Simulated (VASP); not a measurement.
A run of VASP 6.6.1 is set up as follows.

The input INCAR:

```
SYSTEM = Te2Mo
PREC = Accurate
ENCUT = 500
EDIFF = 1E-6
ISMEAR = 0
SIGMA = 0.1
LREAL = .False.
LASPH = .True.
NELM = 120
ALGO = Normal
ISIF = 2
LWAVE = .False.
LCHARG = .True.
GGA = PS
IVDW = 13
LELF = .True.
LVHAR = .True.
NBANDS = 35
GGA_COMPAT = .False.
```

File KPOINTS:

```
Automatic mesh
0
Gamma
  12 12 4
  0 0 0
```

Contents of POSCAR:

```
Te2Mo
1.0
    3.3769369146      0.0000000000      0.0000000000
   -1.6884684573      2.9245131550      0.0000000000
    0.0000000000      0.0000000000     12.9298797048
Te Mo
4 2
Direct
    0.3333333333      0.6666666667      0.6093014421
    0.6666666667      0.3333333333      0.1093014421
    0.3333333333      0.6666666667      0.8906985579
    0.6666666667      0.3333333333      0.3906985579
    0.3333333333      0.6666666667      0.2500000000
    0.6666666667      0.3333333333      0.7500000000
```

Potentials or basis: VASP PAW PBE potentials, release 64 (Te, Mo_sv).

Launch:

```bash
$ cat potpaw_PBE.64/Te/POTCAR potpaw_PBE.64/Mo_sv/POTCAR > POTCAR
$ mpirun -np 1 vasp_std > vasp.out
```

Q: Estimate the pressure.

A: 7.7 GPa.

Q: What does it give for the dispersion energy per atom?

A: -0.375 eV.

Q: What does it give for the largest force?

A: 0.035 eV/Å.

Forces in eV/Å, atoms in the order of the input:
```
Te   0.000  0.000 -0.035
Te   0.000  0.000 -0.035
Te   0.000  0.000  0.035
Te   0.000  0.000  0.035
Mo   0.000  0.000  0.000
Mo   0.000  0.000  0.000
```

Caveat: the cell stands under pressure; the PAW data sets were made with another functional, which shifts forces and pressure a little.
